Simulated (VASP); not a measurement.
# GaAs (F-43m) in VASP: notebook

GaAs is run at these levels: PBE; tasks: single point.

Everything below comes from runs of VASP 6.6.1. Logs are shortened: lines on timing, memory, paths and dates and some standing lists are left out, and cuts for length are marked.

## (1) The cell of the first run

It takes space group F-43m (No. 216, cubic). Conventional cell: a = 5.654 Å, b = 5.654 Å, c = 5.654 Å, α = 90.00°, β = 90.00°, γ = 90.00°. Ga (site symmetry -43m) has 4 As at 2.45 Å within 3.2 Å. As (site symmetry -43m) has 4 Ga at 2.45 Å within 3.2 Å.

## (2) Single point, PBE

Contents of INCAR:

```
PREC     = Accurate       # precision mode
ENCUT    = 500            # plane-wave cutoff, eV
EDIFF    = 1E-6           # SCF threshold, eV
ISMEAR   = 0              # smearing method
SIGMA    = 0.01           # smearing width, eV
LREAL    = F              # projectors in reciprocal space
LASPH    = T              # aspherical terms in the spheres
NELM     = 120            # most SCF steps
ALGO     = Normal         # electronic algorithm
ISIF     = 2              # what is computed and relaxed
LWAVE    = F              # write WAVECAR
LCHARG   = F              # write CHGCAR
GGA      = PE             # functional
NBANDS   = 16             # bands
GGA_COMPAT= F
```

Contents of KPOINTS:

```
regular mesh
0
Gamma
  2 2 2
```

Contents of POSCAR:

```
GaAs
1.0
    0.0000000000      2.8268500000      2.8268500000
    2.8268500000      0.0000000000      2.8268500000
    2.8268500000      2.8268500000      0.0000000000
Ga As
1 1
Direct
    0.0000000000      0.0000000000      0.0000000000
    0.7500000000      0.7500000000      0.7500000000
```

Potentials or basis: VASP PAW PBE potentials, release 64 (Ga_d, As).

Started as:

```console
> cat potpaw_PBE.64/Ga_d/POTCAR potpaw_PBE.64/As/POTCAR > POTCAR
> mpirun -np 1 vasp_std > vasp.out
```

OUTCAR:

```text
PREC = Accurate
   ENCUT = 500
   EDIFF = 1E-6
   ISMEAR = 0
   LREAL = F
   LASPH = T
   NELM = 120
   ISIF = 2
   GGA = PE

 ion  position               nearest neighbor table
   1  0.000  0.000  0.000-   2 2.45   2 2.45   2 2.45   2 2.45
   2  0.750  0.750  0.750-   1 2.45   1 2.45   1 2.45   1 2.45

  LATTYP: Found a face centered cubic cell.
 ALAT       =     5.6537000000

  Lattice vectors:

 A1 = (   0.0000000000,   2.8268500000,   2.8268500000)
 A2 = (   2.8268500000,   0.0000000000,   2.8268500000)
 A3 = (   2.8268500000,   2.8268500000,   0.0000000000)

Analysis of symmetry for initial positions (statically):
=====================================================================
 Subroutine PRICEL returns:
 Original cell was already a primitive cell.

 Routine SETGRP: Setting up the symmetry group for a
 face centered cubic supercell.

 Subroutine GETGRP returns: Found 24 space group operations
 (whereof 24 operations were pure point group operations)
 out of a pool of 48 trial point group operations.

The static configuration has the point symmetry T_d .

Analysis of symmetry for dynamics (positions and initial velocities):
=====================================================================
 Subroutine PRICEL returns:
 Original cell was already a primitive cell.

 Routine SETGRP: Setting up the symmetry group for a
 face centered cubic supercell.

 Subroutine GETGRP returns: Found 24 space group operations
 (whereof 24 operations were pure point group operations)
 out of a pool of 48 trial point group operations.

The dynamic configuration has the point symmetry T_d .

 Subroutine INISYM returns: Found 24 space group operations
 (whereof 24 operations are pure point group operations),
 and found     1 'primitive' translations

----------------------------------------------------------------------------------------

                                     Primitive cell

  volume of cell :      45.1792

  direct lattice vectors                    reciprocal lattice vectors
     0.000000000  2.826850000  2.826850000    -0.176875321  0.176875321  0.176875321
     2.826850000  0.000000000  2.826850000     0.176875321 -0.176875321  0.176875321
     2.826850000  2.826850000  0.000000000     0.176875321  0.176875321 -0.176875321

  length of vectors
     3.997769609  3.997769609  3.997769609     0.306357042  0.306357042  0.306357042

  position of ions in fractional coordinates (direct lattice)
     0.000000000  0.000000000  0.000000000
     0.750000000  0.750000000  0.750000000

  ion indices of the primitive-cell ions
   primitive index   ion index
                 1           1
                 2           2

----------------------------------------------------------------------------------------

 KPOINTS: regular mesh

Automatic generation of k-mesh.
 Grid dimensions read from file:
 generate k-points for:    2    2    2

 Generating k-lattice:

  Cartesian coordinates                     Fractional coordinates (reciprocal lattice)
    -0.088437660  0.088437660  0.088437660     0.500000000  0.000000000  0.000000000
     0.088437660 -0.088437660  0.088437660     0.000000000  0.500000000  0.000000000
     0.088437660  0.088437660 -0.088437660     0.000000000  0.000000000  0.500000000

  Length of vectors
     0.153178521  0.153178521  0.153178521

  Shift w.r.t. Gamma in fractional coordinates (k-lattice)
     0.000000000  0.000000000  0.000000000

 Subroutine IBZKPT returns following result:
 ===========================================

 Found      3 irreducible k-points:

 Following reciprocal coordinates:
            Coordinates               Weight
  0.000000  0.000000  0.000000      1.000000
  0.500000  0.000000  0.000000      4.000000
  0.500000  0.500000  0.000000      3.000000
   k-points           NKPTS =      3   k-points in BZ     NKDIM =      3   number of bands    NBANDS=     16
   number of dos      NEDOS =    301   number of ions     NIONS =      2
   total plane-waves  NPLWV =  27000
   dimension x,y,z NGX =    30 NGY =   30 NGZ =   30
   dimension x,y,z NGXF=    60 NGYF=   60 NGZF=   60
   ions per type =               1   1
   NGX,Y,Z   is equivalent  to a cutoff of  12.48, 12.48, 12.48 a.u.
   NGXF,Y,Z  is equivalent  to a cutoff of  24.95, 24.95, 24.95 a.u.
 SYSTEM =  unknown system
   PREC   = accura    normal or accurate (medium, high low for compatibility)
   ISTART =      0    job   : 0-new  1-cont  2-samecut
   ICHARG =      2    charge: 1-file 2-atom 10-const
   ISPIN  =      1    spin polarized calculation?
   LNONCOLLINEAR =      F non collinear calculations
   LSORBIT =      F    spin-orbit coupling
   LASPH  =      T    aspherical Exc in radial PAW
   ENCUT  =  500.0 eV  36.75 Ry    6.06 a.u.   7.29  7.29  7.29*2*pi/ulx,y,z
   NELM   =    120;   NELMIN=  2; NELMDL= -5     # of ELM steps
   EDIFF  = 0.1E-05   stopping-criterion for ELM
   LREAL  =      F    real-space projection
   EDIFFG = 0.1E-04   stopping-criterion for IOM
   NSW    =      0    number of steps for IOM
   IBRION =     -1    ionic relax: 0-MD 1-quasi-New 2-CG
   NFREE  =      0    steps in history (QN), initial steepest desc. (CG)
   ISIF   =      2    stress and relaxation
   ISYM   =      2    0-nonsym 1-usesym 2-fastsym
   POTIM  = 0.5000    time-step for ionic-motion
   TEBEG  =    0.0;   TEEND  =   0.0 temperature during run
   PSTRESS=    0.0 pullay stress
   NELECT =      18.0000    total number of electrons
   NUPDOWN=      -1.0000    fix difference up-down
   EMIN   =  10.00;   EMAX   =-10.00  energy-range for DOS
   EFERMI =   0.00;   METHOD = LEGACY
   ISMEAR =     0;   SIGMA  =   0.01  broadening in eV -4-tet -1-fermi 0-gaus
   EFERMI_NEDOS =   21; number of points for ismear=-14 and -15
   IALGO  =     38    algorithm
   IMIX   =      4    mixing-type and parameters
     AMIX     =   0.40;   BMIX     =  1.00
     AMIX_MAG =   1.60;   BMIX_MAG =  1.00
  volume/ion in A,a.u.               =      22.59       152.44
  Fermi-wavevector in a.u.,A,eV,Ry     =   1.204628  2.276417 19.743799  1.451128
  Thomas-Fermi vector in A             =   2.340347
   LORBIT       =      0    0 simple, 1 ext, 2 COOP (PROOUT), +10 PAW based schemes
   GGA     = PE    functional components
   LHFCALC =     F    Hartree Fock is set to
   AEXX    =    0.0000 exact exchange contribution
   IVDW    =     0    specifies the selected vdW correction
   LEPSILON=     F    determine dielectric tensor
   LRPA    =     F    only Hartree local field effects (RPA)
 non-spin polarized calculation
 Gauss-broadening in eV      SIGMA  =   0.01
  energy-cutoff  :      500.00
  volume of cell :       45.18
 maximum number of plane-waves:      1162
 NGX is ok and might be reduce to    30
   NGX = 15   NGY = 15   NGZ = 15

 number of electron      17.9999995 magnetization

 Free energy of the ion-electron system (eV)
  ---------------------------------------------------
  ext. energy  EPLUGINS =         0.00000000
  ---------------------------------------------------
  free energy    TOTEN  =        -5.81566771 eV

  energy without entropy =       -5.81566771  energy(sigma->0) =       -5.81566771

 E-fermi :   4.3515     XC(G=0):  -9.3759

 val. band max:        4.2814579418   @ k =   0.0000   0.0000   0.0000
 cond. band min:       4.7328716904   @ k =   0.0000   0.0000   0.0000
 fundamental gap:      0.4514137487
 Fermi energy:         4.3515341665

 k-point     1 :       0.0000    0.0000    0.0000
  band No.  band energies     occupation
      1     -10.9031      2.00000
      2     -10.9031      2.00000
      3     -10.9031      2.00000
      4     -10.8337      2.00000
      5     -10.8337      2.00000
      6      -8.4627      2.00000
[... 8 lines left out ...]
     15      14.2028      0.00000
     16      14.2028      0.00000

 k-point     2 :       0.5000    0.0000    0.0000
  band No.  band energies     occupation
      1     -10.9674      2.00000
      2     -10.8852      2.00000
      3     -10.8852      2.00000
      4     -10.8292      2.00000
      5     -10.8291      2.00000
      6      -6.6550      2.00000
[... 8 lines left out ...]
     15      15.9991      0.00000
     16      15.9991      0.00000

 k-point     3 :       0.5000    0.5000    0.0000
  band No.  band energies     occupation
      1     -10.9976      2.00000
      2     -10.8581      2.00000
      3     -10.8558      2.00000
      4     -10.8558      2.00000
      5     -10.8212      2.00000
      6      -5.8653      2.00000
[... 8 lines left out ...]
     15      17.4669      0.00000
     16      17.5545      0.00000

------------------------ aborting loop because EDIFF is reached ----------------------------------------

  FORCE on cell =-STRESS in cart. coord.  units (eV):
  Direction    XX          YY          ZZ          XY          YZ          ZX
  --------------------------------------------------------------------------------------
  -------------------------------------------------------------------------------------
  Total        2.6265124      2.6265124      2.6265124     -0.0000000      0.0000000      0.0000000
  in kB       93.1433271     93.1433271     93.1433271     -0.0000000      0.0000000      0.0000000
  external PRESSURE =      93.1433271 kB  Pullay stress =       0.0000000 kB

 VOLUME and BASIS-vectors are now :
 -----------------------------------------------------------------------------
  energy-cutoff  :      500.00
  volume of cell :       45.18
      direct lattice vectors                 reciprocal lattice vectors
     0.000000000  2.826850000  2.826850000    -0.176875321  0.176875321  0.176875321
     2.826850000  0.000000000  2.826850000     0.176875321 -0.176875321  0.176875321
     2.826850000  2.826850000  0.000000000     0.176875321  0.176875321 -0.176875321

 POSITION                                       TOTAL-FORCE (eV/Angst)
 -----------------------------------------------------------------------------------
      0.00000      0.00000      0.00000         0.000000      0.000000      0.000000
      4.24027      4.24027      4.24027        -0.000000     -0.000000     -0.000000
 -----------------------------------------------------------------------------------
    total drift:                                0.000000      0.000000     -0.000000

  FREE ENERGIE OF THE ION-ELECTRON SYSTEM (eV)
  ---------------------------------------------------
  free  energy   TOTEN  =        -5.8156677094 eV

  energy  without entropy=       -5.8156677094  energy(sigma->0) =       -5.81566771
```

Run time: 12 s. Hardware: 1 thread of Intel Xeon Platinum 8259CL at 2.50GHz (Skylake/Cascade Lake), shared host; peak memory 0.15 GiB.

What came out:

| Property | Result |
| --- | --- |
| Free energy | -5.8157 eV |
| Pressure | 9.3 GPa |
| Band gap on the k mesh | 0.45 eV |

Levels at points of the mesh, in eV from the valence-band top:
```csv
k point,band 7,band 8,band 9,band 10,band 11,band 12
"(0.00, 0.00, 0.00)",0.00,0.00,0.00,0.45,3.49,3.49
"(0.50, 0.00, 0.00)",-6.79,-1.19,-1.19,0.87,4.43,4.43
"(0.50, 0.50, 0.00)",-7.01,-2.77,-2.77,1.30,1.53,10.03
```

Caveat: the k points lie up to 0.96 Å⁻¹ apart. A k mesh can miss the band edges.

## (3) Single point, PBE

Contents of INCAR:

```
SYSTEM = GaAs
PREC     = Accurate       ! precision mode
ENCUT    = 500            ! plane-wave cutoff, eV
EDIFF    = 1E-6           ! SCF threshold, eV
ISMEAR   = 0              ! smearing method
SIGMA    = 0.01           ! smearing width, eV
LREAL    = .FALSE.        ! projectors in reciprocal space
LASPH    = .TRUE.         ! aspherical terms in the spheres
NELM     = 120            ! most SCF steps
ALGO     = Normal         ! electronic algorithm
ISIF     = 2              ! what is computed and relaxed
LWAVE    = .FALSE.        ! write WAVECAR
LCHARG   = .TRUE.         ! write CHGCAR
GGA      = PE             ! functional
LELF     = .TRUE.         ! ELF
LVHAR    = .TRUE.       
NBANDS   = 16             ! bands
GGA_COMPAT= .FALSE.
```

Contents of KPOINTS:

```
Automatic mesh
0
G
  4 4 4
  0 0 0
```

POSCAR is that of step 2.

Potentials or basis: VASP PAW PBE potentials, release 64 (Ga_d, As).

Started as:

```console
> cat potpaw_PBE.64/Ga_d/POTCAR potpaw_PBE.64/As/POTCAR > POTCAR
> mpirun -np 1 vasp_std > vasp.out
```

Run time: 18 s. Hardware: 1 thread of Intel Xeon Platinum 8259CL at 2.50GHz (Skylake/Cascade Lake), shared host; peak memory 0.16 GiB.

It converged, with:

* Free energy: -8.0731 eV
* Pressure: 3.7 GPa
* Band gap on the k mesh: 0.51 eV

Levels at points of the mesh, in eV from the valence-band top:
```csv
k point,band 6,band 7,band 8,band 9,band 10,band 11,band 12,band 13
"(0.00, 0.00, 0.00)",-12.73,0.00,0.00,0.00,0.51,3.69,3.69,3.69
"(0.50, 0.00, 0.00)",-10.96,-6.66,-1.15,-1.15,0.98,4.60,4.60,7.74
"(0.50, 0.50, 0.00)",-10.21,-6.85,-2.69,-2.69,1.44,1.63,10.15,10.15
```

Caveat: the k points lie up to 0.48 Å⁻¹ apart. A k mesh can miss the band edges.

## (4) Single point, PBE

Contents of INCAR:

```
ALGO = Normal ; EDIFF = 1E-6
ENCUT = 500 ; GGA = PE
GGA_COMPAT = F ; ISIF = 2
ISMEAR = 0 ; LASPH = T
LCHARG = T ; LELF = T
LREAL = F ; LVHAR = T
LWAVE = F ; NBANDS = 16
NELM = 120 ; PREC = Accurate
SIGMA = 0.01
```

Contents of KPOINTS:

```
k-points
0
Gamma
  6 6 6
```

POSCAR is that of step 3.

Started as:

```console
> cat potpaw_PBE.64/Ga_d/POTCAR potpaw_PBE.64/As/POTCAR > POTCAR
> mpirun -np 1 vasp_std > vasp.out
```

Wall time 28 s (1 thread of Intel Xeon Platinum 8259CL at 2.50GHz (Skylake/Cascade Lake), shared host); peak memory 0.16 GiB.

The run converged. Its results:

| Property | Result |
| --- | --- |
| Free energy | -8.2269 eV |
| Pressure | 3.4 GPa |
| Band gap on the k mesh | 0.52 eV |

Levels at points of the mesh, in eV from the valence-band top:
| k point | band 5 | band 6 | band 7 | band 8 | band 9 | band 10 | band 11 | band 12 | band 13 | band 14 |
| --- | --- | --- | --- | --- | --- | --- | --- | --- | --- | --- |
| (0.00, 0.00, 0.00) | -14.74 | -12.73 | 0.00 | 0.00 | 0.00 | 0.52 | 3.72 | 3.72 | 3.72 | 7.58 |
| (0.50, 0.00, 0.00) | -14.74 | -10.96 | -6.64 | -1.14 | -1.14 | 1.00 | 4.63 | 4.63 | 7.75 | 10.40 |
| (0.50, 0.50, 0.00) | -14.73 | -10.22 | -6.82 | -2.68 | -2.68 | 1.46 | 1.65 | 10.16 | 10.16 | 10.98 |

Caveat: the cell stands under pressure.

## (5) Single point, PBE

Contents of INCAR:

```
SYSTEM = GaAs
PREC     = Accurate       ! precision mode
ENCUT    = 500            ! plane-wave cutoff, eV
EDIFF    = 1E-6           ! SCF threshold, eV
ISMEAR   = 0              ! smearing method
SIGMA    = 0.01           ! smearing width, eV
LREAL    = .False.        ! projectors in reciprocal space
LASPH    = .True.         ! aspherical terms in the spheres
NELM     = 120            ! most SCF steps
ALGO     = Normal         ! electronic algorithm
ISIF     = 2              ! what is computed and relaxed
LWAVE    = .False.        ! write WAVECAR
LCHARG   = .False.        ! write CHGCAR
GGA      = PE             ! functional
NBANDS   = 16             ! bands
GGA_COMPAT= .False.
```

Contents of KPOINTS:

```
Automatic mesh
0
Gamma
  8 8 8
  0 0 0
```

POSCAR is that of step 4.

Started as:

```console
> cat potpaw_PBE.64/Ga_d/POTCAR potpaw_PBE.64/As/POTCAR > POTCAR
> mpirun -np 1 vasp_std > vasp.out
```

Run time: 39 s. Hardware: 1 thread of Intel Xeon Platinum 8259CL at 2.50GHz (Skylake/Cascade Lake), shared host; peak memory 0.17 GiB.

Results (log left out):

```
Free energy            : -8.2470 eV
Pressure               : 3.4 GPa
Band gap on the k mesh : 0.52 eV
```

Levels at points of the mesh, in eV from the valence-band top:
| k point | band 5 | band 6 | band 7 | band 8 | band 9 | band 10 | band 11 | band 12 | band 13 | band 14 |
| --- | --- | --- | --- | --- | --- | --- | --- | --- | --- | --- |
| (0.00, 0.00, 0.00) | -14.73 | -12.73 | 0.00 | 0.00 | 0.00 | 0.52 | 3.73 | 3.73 | 3.73 | 7.59 |
| (0.50, 0.00, 0.00) | -14.73 | -10.96 | -6.64 | -1.14 | -1.14 | 1.00 | 4.63 | 4.63 | 7.75 | 10.40 |
| (0.50, 0.50, 0.00) | -14.72 | -10.22 | -6.82 | -2.68 | -2.68 | 1.46 | 1.65 | 10.17 | 10.17 | 10.98 |

Caveat: the cell stands under pressure.

## (6) Single point, PBE

Contents of INCAR:

```
PREC = Accurate ; ENCUT = 500
EDIFF = 1E-6 ; ISMEAR = 0
SIGMA = 0.01 ; LREAL = False
LASPH = True ; NELM = 120
ALGO = Normal ; ISIF = 2
LWAVE = False ; LCHARG = False
GGA = PE ; NBANDS = 16
GGA_COMPAT = False
```

Contents of KPOINTS:

```
regular mesh
0
Gamma
  10 10 10
```

POSCAR is that of step 5.

Potentials or basis: VASP PAW PBE potentials, release 64 (Ga_d, As).

Started as:

```console
> cat potpaw_PBE.64/Ga_d/POTCAR potpaw_PBE.64/As/POTCAR > POTCAR
> mpirun -np 1 vasp_std > vasp.out
```

It took 60 s on 1 thread of Intel Xeon Platinum 8259CL at 2.50GHz (Skylake/Cascade Lake), shared host; peak memory 0.18 GiB.

Results (log left out):

| Item | Value |
| --- | --- |
| Free energy | -8.2508 eV |
| Pressure | 3.5 GPa |
| Band gap on the k mesh | 0.52 eV |

Levels at points of the mesh, in eV from the valence-band top:
```csv
k point,band 6,band 7,band 8,band 9,band 10,band 11,band 12,band 13
"(0.00, 0.00, 0.00)",-12.73,0.00,0.00,0.00,0.52,3.73,3.73,3.73
"(0.50, 0.00, 0.00)",-10.96,-6.64,-1.14,-1.14,1.00,4.64,4.64,7.75
"(0.50, 0.50, 0.00)",-10.22,-6.82,-2.68,-2.68,1.46,1.65,10.17,10.17
```

Caveat: the cell stands under pressure.

## (7) The runs side by side

| k mesh | gap on the mesh (eV) | pressure (GPa) |
| --- | --- | --- |
| 2 × 2 × 2 | 0.45 | 9.3 |
| 4 × 4 × 4 | 0.51 | 3.7 |
| 6 × 6 × 6 | 0.52 | 3.4 |
| 8 × 8 × 8 | 0.52 | 3.4 |
| 10 × 10 × 10 | 0.52 | 3.5 |

Alike in all rows: task single point; level PBE; potentials or basis VASP PAW PBE potentials, release 64 (Ga_d, As); no spin polarisation; cell as given; cutoff (eV) 500; smearing gaussian 0.01 eV.

Caveats: some runs use coarse meshes; the cell stands under pressure (at least some runs).

Total energies depend on the potentials used, so only differences within one code and one set of settings carry meaning.
